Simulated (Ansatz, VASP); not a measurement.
## K: VASP beside Ansatz

File INCAR:

```
SYSTEM = K
PREC = Accurate ; ENCUT = 520
EDIFF = 1E-7 ; ISMEAR = -1
SIGMA = 0.1 ; LREAL = .FALSE.
LASPH = .TRUE. ; NELM = 100
ALGO = Normal ; ISIF = 2
LWAVE = .FALSE. ; LCHARG = .FALSE.
NBANDS = 10
```

Contents of KPOINTS:

```
Automatic mesh
0
G
  15 15 15
  0 0 0
```

The input POSCAR:

```
K
1.0
   -2.4188935940      2.4188935940      2.4188935940
    2.4188935940     -2.4188935940      2.4188935940
    2.4188935940      2.4188935940     -2.4188935940
K
1
Direct
    0.0000000000      0.0000000000      0.0000000000
```

Input for Ansatz:

```yaml
crystal:
  lattice:
    - [-2.418893594, 2.418893594, 2.418893594]
    - [2.418893594, -2.418893594, 2.418893594]
    - [2.418893594, 2.418893594, -2.418893594]
  atoms:
    - { symbol: K, position: [0.0, 0.0, 0.0] }
hamiltonian:
  xc: lda
  pseudopotentials:
    kind: paw
    azcp:
      K: "pseudopotentials/K.paw.azcp"
basis:
  ecutwfc: 420
  fft_grid_basis: typed
kpoints:
  mp_grid: { grid: [15, 15, 15], shift: [0, 0, 0] }
magnetization:
  spin_polarized: false
scf:
  occupations: { method: fermi_dirac, width: 0.1 }
output:
  stress: true
```

Alike in both runs: task single point; functional LDA; k mesh 15 × 15 × 15; occupations fermi-dirac, width 0.1 eV; no spin polarisation.

|  | VASP | Ansatz |
| --- | --- | --- |
| version | VASP 6.6.1 | Ansatz 0.2.0 |
| potentials or method | VASP PAW LDA potentials, release 64 (K_sv), cutoff 520 eV | plane waves (420 eV) with PAW, scalar-relativistic |
| valence electrons in the cell | 9 | 9 |

```csv
,VASP,Ansatz,Ansatz less VASP
pressure (GPa),0.7,0.7,+0.02
```

Ansatz warns that its potentials were made for another functional, while VASP's fit it. LDA's correlation is that of Perdew and Zunger in VASP and of Perdew and Wang (1992) in Ansatz.
